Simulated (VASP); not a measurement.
# SnO in VASP: a series of runs

The runs below take SnO through single point, with PBE+D3(BJ).

Everything below comes from runs of VASP 6.6.1. Logs are shortened: lines on timing, memory, paths and dates and some standing lists are left out, and cuts for length are marked.

### Step 1. The cell of the first run

The cell holds a slab with vacuum, 4 atoms: a = 3.821 Å, b = 3.821 Å, c = 30.634 Å, α = 90.00°, β = 90.00°, γ = 90.00°.

### Step 2. Single point, PBE+D3(BJ) (a layer taken out of the bulk)

Input file INCAR:

```
PREC = Accurate ; ENCUT = 1000
EDIFF = 1E-6 ; ISMEAR = 0
SIGMA = 0.02 ; LREAL = F
LASPH = T ; NELM = 120
ALGO = Normal ; ISIF = 2
LWAVE = F ; LCHARG = F
LDIPOL = T ; IDIPOL = 3
DIPOL = 0.5 0.5 0.500 ; GGA = PE
IVDW = 12 ; NBANDS = 28
GGA_COMPAT = F ; NELMDL = -8
```

Input file KPOINTS:

```
regular mesh
0
Gamma
  6 6 1
```

Input file POSCAR:

```
SnO
1.0
    3.8206509038      0.0000053916      0.0000000000
   -0.0000052279      3.8206509038      0.0000000000
    0.0000000000      0.0000000000     30.6344298968
Sn O
2 2
Direct
    0.9998505288      0.9998505288      0.4614165615
    0.4998494254      0.4998494254      0.5385847816
    0.9998515282      0.4998510770      0.5000006575
    0.4998510770      0.9998515282      0.5000006575
```

Potentials or basis: VASP PAW PBE potentials, release 64 (Sn_d, O_h).

The run is started by

```
> cat potpaw_PBE.64/Sn_d/POTCAR potpaw_PBE.64/O_h/POTCAR > POTCAR
> mpirun -np 1 vasp_std > vasp.out
```

OUTCAR:

```text
PREC = Accurate
   ENCUT = 1000
   EDIFF = 1E-6
   ISMEAR = 0
   LREAL = F
   LASPH = T
   NELM = 120
   ISIF = 2
   GGA = PE
   IVDW = 12
   NELMDL = -8
 IVDW          = 12

 ion  position               nearest neighbor table
   1  1.000  1.000  0.461-   3 2.25   4 2.25   3 2.25   4 2.25   2 3.59   2 3.59   2 3.59   2 3.59

   2  0.500  0.500  0.539-   4 2.25   3 2.25   4 2.25   3 2.25   1 3.59   1 3.59   1 3.59   1 3.59

   3  1.000  0.500  0.500-   2 2.25   1 2.25   1 2.25   2 2.25
   4  0.500  1.000  0.500-   2 2.25   1 2.25   1 2.25   2 2.25

  LATTYP: Found a simple tetragonal cell.
 ALAT       =     3.8206509038
 C/A-ratio  =     8.0181180297

  Lattice vectors:

 A1 = (   3.8206509038,   0.0000053916,   0.0000000000)
 A2 = (  -0.0000052279,   3.8206509038,   0.0000000000)
 A3 = (   0.0000000000,   0.0000000000,  30.6344298968)

Analysis of symmetry for initial positions (statically):
=====================================================================
 Subroutine PRICEL returns:
 Original cell was already a primitive cell.

 Routine SETGRP: Setting up the symmetry group for a
 simple tetragonal supercell.

 Subroutine GETGRP returns: Found 16 space group operations
 (whereof  2 operations were pure point group operations)
 out of a pool of 16 trial point group operations.

The static configuration has the point symmetry C_1h.
 The point group associated with its full space group is D_4h.

Analysis of symmetry for dynamics (positions and initial velocities):
=====================================================================
 Subroutine PRICEL returns:
 Original cell was already a primitive cell.

 Routine SETGRP: Setting up the symmetry group for a
 simple tetragonal supercell.

 Subroutine GETGRP returns: Found 16 space group operations
 (whereof  2 operations were pure point group operations)
 out of a pool of 16 trial point group operations.

The dynamic configuration has the point symmetry C_1h.
 The point group associated with its full space group is D_4h.

 Subroutine INISYM returns: Found 16 space group operations
 (whereof  2 operations are pure point group operations),
 and found     1 'primitive' translations

----------------------------------------------------------------------------------------

                                     Primitive cell

  volume of cell :     447.1822

  direct lattice vectors                    reciprocal lattice vectors
     3.820650904  0.000005392  0.000000000     0.261735507  0.000000358  0.000000000
    -0.000005228  3.820650904  0.000000000    -0.000000369  0.261735507  0.000000000
     0.000000000  0.000000000 30.634429897     0.000000000  0.000000000  0.032643010

[... 83 lines left out ...]
   NELECT =      40.0000    total number of electrons
   NUPDOWN=      -1.0000    fix difference up-down
   EMIN   =  10.00;   EMAX   =-10.00  energy-range for DOS
   EFERMI =   0.00;   METHOD = LEGACY
   ISMEAR =     0;   SIGMA  =   0.02  broadening in eV -4-tet -1-fermi 0-gaus
   EFERMI_NEDOS =   21; number of points for ismear=-14 and -15
   IALGO  =     38    algorithm
   IMIX   =      4    mixing-type and parameters
     AMIX     =   0.40;   BMIX     =  1.00
     AMIX_MAG =   1.60;   BMIX_MAG =  1.00
  volume/ion in A,a.u.               =     111.80       754.43
  Fermi-wavevector in a.u.,A,eV,Ry     =   0.732150  1.383563  7.293314  0.536043
  Thomas-Fermi vector in A             =   1.824542
   LORBIT       =      0    0 simple, 1 ext, 2 COOP (PROOUT), +10 PAW based schemes
   GGA     = PE    functional components
   LHFCALC =     F    Hartree Fock is set to
   AEXX    =    0.0000 exact exchange contribution
   IVDW    =    12    specifies the selected vdW correction
   LEPSILON=     F    determine dielectric tensor
   LRPA    =     F    only Hartree local field effects (RPA)
 non-spin polarized calculation
 Gauss-broadening in eV      SIGMA  =   0.02
  energy-cutoff  :     1000.00
  volume of cell :      447.18
 maximum number of plane-waves:     32196
 NGX is ok and might be reduce to    40
   NGX = 19   NGY = 19   NGZ =157

 dipolmoment           0.000000      0.000000     -0.000000 electrons x Angstroem

 number of electron      39.9999992 magnetization

 dipolmoment           0.000000      0.000000      0.000005 electrons x Angstroem

 Free energy of the ion-electron system (eV)
  ---------------------------------------------------
  ext. energy  EPLUGINS =         0.00000000
  ---------------------------------------------------
  free energy    TOTEN  =       -22.59297593 eV

  energy without entropy =      -22.59297593  energy(sigma->0) =      -22.59297593

 E-fermi :  -3.4264     XC(G=0):  -2.1048

 val. band max:       -3.5750263874   @ k =   0.1667   0.1667   0.0000
 cond. band min:      -0.4819337150   @ k =   0.0000   0.0000   0.0000
 fundamental gap:      3.0930926724
 Fermi energy:        -3.4263748748

 k-point     1 :       0.0000    0.0000    0.0000
  band No.  band energies     occupation
      1     -24.1564      2.00000
      2     -23.7971      2.00000
      3     -23.7589      2.00000
      4     -23.7589      2.00000
      5     -23.7438      2.00000
      6     -23.7137      2.00000
[... 299 lines left out ...]
     27       3.9391      0.00000
     28       3.9391      0.00000

------------------------ aborting loop because EDIFF is reached ----------------------------------------

 vacuum level on the upper side and lower side of the slab       (xc-potential included)        -0.005        -0.005

 Edisp (eV)   -0.54838

 E8    (eV) :    -0.2480

  FORCE on cell =-STRESS in cart. coord.  units (eV):
  Direction    XX          YY          ZZ          XY          YZ          ZX
  --------------------------------------------------------------------------------------
  -------------------------------------------------------------------------------------
  Total       0.12048     0.12048     0.17381     0.00000    -0.00000    -0.00000
  in kB       0.43166     0.43166     0.62272     0.00000    -0.00000    -0.00000
  external pressure =        0.50 kB  Pullay stress =        0.00 kB

 VOLUME and BASIS-vectors are now :
 -----------------------------------------------------------------------------
  energy-cutoff  :     1000.00
  volume of cell :      447.18
      direct lattice vectors                 reciprocal lattice vectors
     3.820650904  0.000005392  0.000000000     0.261735507  0.000000358  0.000000000
    -0.000005228  3.820650904  0.000000000    -0.000000369  0.261735507  0.000000000
     0.000000000  0.000000000 30.634429897     0.000000000  0.000000000  0.032643010

 POSITION                                       TOTAL-FORCE (eV/Angst)
 -----------------------------------------------------------------------------------
      3.82007      3.82009     14.13523         0.000000     -0.000000     -0.077744
      1.90975      1.90975     16.49924         0.000000     -0.000000      0.077744
      3.82008      1.90976     15.31724        -0.000000      0.000000      0.000000
      1.90975      3.82009     15.31724         0.000000      0.000000      0.000000
 -----------------------------------------------------------------------------------
    total drift:                               -0.009319     -0.009319     -0.011434

  FREE ENERGIE OF THE ION-ELECTRON SYSTEM (eV)
  ---------------------------------------------------
  free  energy   TOTEN  =       -23.1413547249 eV

  energy  without entropy=      -23.1413547249  energy(sigma->0) =      -23.14135472

 vacuum level on the upper side and lower side of the slab         1.817         1.817
```

OSZICAR:

```text
N       E                     dE             d eps       ncg     rms          rms(c)
DAV:   1     0.424753745966E+03    0.42475E+03   -0.22641E+04   624   0.185E+03
DAV:   2     0.843404705309E+02   -0.34041E+03   -0.32916E+03   688   0.334E+02
DAV:   3    -0.184528100678E+02   -0.10279E+03   -0.10030E+03  1008   0.158E+02
DAV:   4    -0.264327174976E+02   -0.79799E+01   -0.79428E+01   648   0.445E+01
[... 16 lines left out ...]
DAV:  21    -0.225929474930E+02   -0.22731E-04   -0.68266E-07   532   0.543E-03    0.759E-04
DAV:  22    -0.225929662927E+02   -0.18800E-04   -0.32020E-07   508   0.256E-03    0.471E-04
DAV:  23    -0.225929724867E+02   -0.61939E-05   -0.22150E-07   504   0.250E-03    0.560E-04
DAV:  24    -0.225929751413E+02   -0.26546E-05   -0.64839E-08   508   0.288E-03    0.222E-04
DAV:  25    -0.225929759266E+02   -0.78534E-06    0.24960E-09   536   0.102E-03
   1 F= -.23141355E+02 E0= -.23141355E+02  d E =-.127763E-26
```

It took 13 min on 1 thread of AMD EPYC 7R43 (Zen 3), shared host; peak memory 1.1 GiB.

Results:

```
Free energy                : -23.1414 eV
Largest force              : 0.078 eV/Å
Band gap on the k mesh     : 3.09 eV (least direct gap 3.14 eV)
Dispersion energy per atom : -0.137 eV
```

Forces in eV/Å, atoms in the order of the input:
```
Sn   0.000  0.000 -0.078
Sn   0.000  0.000  0.078
O    0.000  0.000  0.000
O    0.000  0.000  0.000
```

Caveat: the cell differs from its parent crystal (a layer taken out of the bulk); spin-orbit coupling is left out, which moves the levels of the heavy elements.

### Step 3. Single point, PBE+D3(BJ) (strain along y +0.050, then relaxed in part)

Input file INCAR:

```
SYSTEM = SnO
PREC = Accurate
ENCUT = 1000
EDIFF = 1E-6
ISMEAR = 0
SIGMA = 0.02
LREAL = .False.
LASPH = .True.
NELM = 120
ALGO = Normal
ISIF = 2
LWAVE = .False.
LCHARG = .True.
LDIPOL = .True.
IDIPOL = 3
DIPOL = 0.5 0.5 0.500
GGA = PE
IVDW = 12
LELF = .True.
LVHAR = .True.
LVACPOTAV = .True.
NBANDS = 28
GGA_COMPAT = .False.
NELMDL = -8
```

Input file KPOINTS:

```
regular mesh
0
Gamma
  6 6 1
  0 0 0
```

Input file POSCAR:

```
SnO
1.0
    3.8206509064      0.0000053187      0.0000000000
   -0.0000055846      4.0116834517      0.0000000000
    0.0000000000      0.0000000000     30.6344298628
Sn O
2 2
Direct
    0.9998506634      0.9998506634      0.4624778922
    0.4998506635      0.4998506634      0.5375221078
    0.9998506634      0.4998506634      0.4984467912
    0.4998506634      0.9998506634      0.5015532088
```

Potentials or basis: VASP PAW PBE potentials, release 64 (Sn_d, O_h).

The run is started by

```
> cat potpaw_PBE.64/Sn_d/POTCAR potpaw_PBE.64/O_h/POTCAR > POTCAR
> mpirun -np 1 vasp_std > vasp.out
```

Wall time 19 min (1 thread of Intel Xeon Platinum 8259CL at 2.50GHz (Skylake/Cascade Lake), shared host); peak memory 1.2 GiB.

Results (log left out):

```
Free energy                : -23.1044 eV
Largest force              : 0.070 eV/Å
Band gap on the k mesh     : 2.74 eV (least direct gap 2.77 eV)
Dispersion energy per atom : -0.131 eV
```

Forces on the atoms (eV/Å):
```
Sn   0.000  0.000 -0.070
Sn   0.000  0.000  0.070
O    0.000  0.000 -0.006
O    0.000  0.000  0.006
```

Levels at points of the mesh, in eV from the valence-band top:
```tsv
k point	band 18	band 19	band 20	band 21	band 22	band 23
(0.00, 0.00, 0.00)	-1.89	-1.84	-0.04	2.74	2.78	5.07
(0.50, 0.00, 0.00)	-3.44	-0.50	-0.50	3.18	3.18	5.47
(0.00, 0.50, 0.00)	-3.30	-0.61	-0.61	3.27	3.27	5.27
(0.50, 0.50, 0.00)	-1.25	-0.75	-0.75	3.02	3.02	5.17
```

Caveat: the cell differs from its parent crystal (strain along y +0.050, then relaxed in part); spin-orbit coupling is left out, which moves the levels of the heavy elements.

### Step 4. Single point, PBE+D3(BJ) (a layer taken out of the bulk)

Input file INCAR:

```
PREC     = Accurate       # precision mode
ENCUT    = 1000           # plane-wave cutoff, eV
EDIFF    = 1E-6           # SCF threshold, eV
ISMEAR   = 0              # smearing method
SIGMA    = 0.1            # smearing width, eV
LREAL    = F              # projectors in reciprocal space
LASPH    = T              # aspherical terms in the spheres
NELM     = 120            # most SCF steps
ALGO     = Normal         # electronic algorithm
ISIF     = 2              # what is computed and relaxed
LWAVE    = F              # write WAVECAR
LCHARG   = F              # write CHGCAR
LDIPOL   = T            
IDIPOL   = 3            
DIPOL    = 0.5 0.5 0.500
GGA      = PE             # functional
IVDW     = 12             # dispersion correction
NBANDS   = 28             # bands
GGA_COMPAT= F            
NELMDL   = -8
```

Input file KPOINTS:

```
regular mesh
0
Gamma
  6 6 1
```

Input file POSCAR:

```
SnO
1.0
    3.8360583299      0.0000000000      0.0000000000
   -0.0000106623      3.8360583299      0.0000000000
    0.0000000000      0.0000000000     30.6344298968
Sn O
2 2
Direct
    0.9998905101      0.9998905101      0.4621795647
    0.4998732149      0.4998732149      0.5378204353
    0.9998239352      0.4998148992      0.5000013290
    0.4998148992      0.9998239352      0.5000013290
```

The run is started by

```
> cat potpaw_PBE.64/Sn_d/POTCAR potpaw_PBE.64/O_h/POTCAR > POTCAR
> mpirun -np 1 vasp_std > vasp.out
```

Wall time 8.5 min (1 thread of Intel Xeon 6975P-C (Granite Rapids), shared host); peak memory 1.1 GiB.

The run converged. Its results:

| Quantity | Value |
| --- | --- |
| Free energy | -23.1316 eV |
| Largest force | 0.411 eV/Å |
| Band gap on the k mesh | 2.97 eV (least direct gap 3.01 eV) |
| Dispersion energy per atom | -0.136 eV |

Forces on the atoms (eV/Å):
```
Sn  -0.001 -0.001 -0.410
Sn  -0.001 -0.001  0.411
O    0.001  0.001 -0.001
O    0.001  0.001 -0.001
```

Levels at points of the mesh, in eV from the valence-band top:
| k point | band 16 | band 17 | band 18 | band 19 | band 20 | band 21 | band 22 | band 23 | band 24 | band 25 |
| --- | --- | --- | --- | --- | --- | --- | --- | --- | --- | --- |
| (0.00, 0.00, 0.00) | -3.70 | -2.17 | -1.86 | -1.86 | -0.04 | 2.97 | 3.00 | 5.18 | 5.24 | 5.54 |
| (0.50, 0.00, 0.00) | -3.80 | -3.47 | -3.47 | -0.53 | -0.53 | 3.23 | 3.23 | 5.69 | 5.69 | 7.22 |
| (0.50, 0.50, 0.00) | -3.93 | -1.21 | -1.21 | -0.68 | -0.68 | 3.13 | 3.13 | 5.25 | 5.25 | 6.55 |

Caveat: the cell differs from its parent crystal (a layer taken out of the bulk); spin-orbit coupling is left out, which moves the levels of the heavy elements.

### Step 5. The runs side by side

```tsv
cell	smearing	gap on the mesh (eV)	largest force (eV/Å)
a = 3.821, b = 3.821, c = 30.634 Å, 4 atoms, atomic positions A	gaussian 0.02 eV	3.09	0.08
a = 3.821, b = 4.012, c = 30.634 Å, 4 atoms, atomic positions B	gaussian 0.02 eV	2.74	0.07
a = 3.836, b = 3.836, c = 30.634 Å, 4 atoms, atomic positions C	gaussian 0.1 eV	2.97	0.41
```

Alike in all rows: task single point; level PBE+D3(BJ); potentials or basis VASP PAW PBE potentials, release 64 (Sn_d, O_h); no spin polarisation; k mesh 6 × 6 × 1; cutoff (eV) 1000.

Caveats: spin-orbit coupling is left out, which moves the levels of the heavy elements.

Total energies depend on the potentials used, so only differences within one code and one set of settings carry meaning.
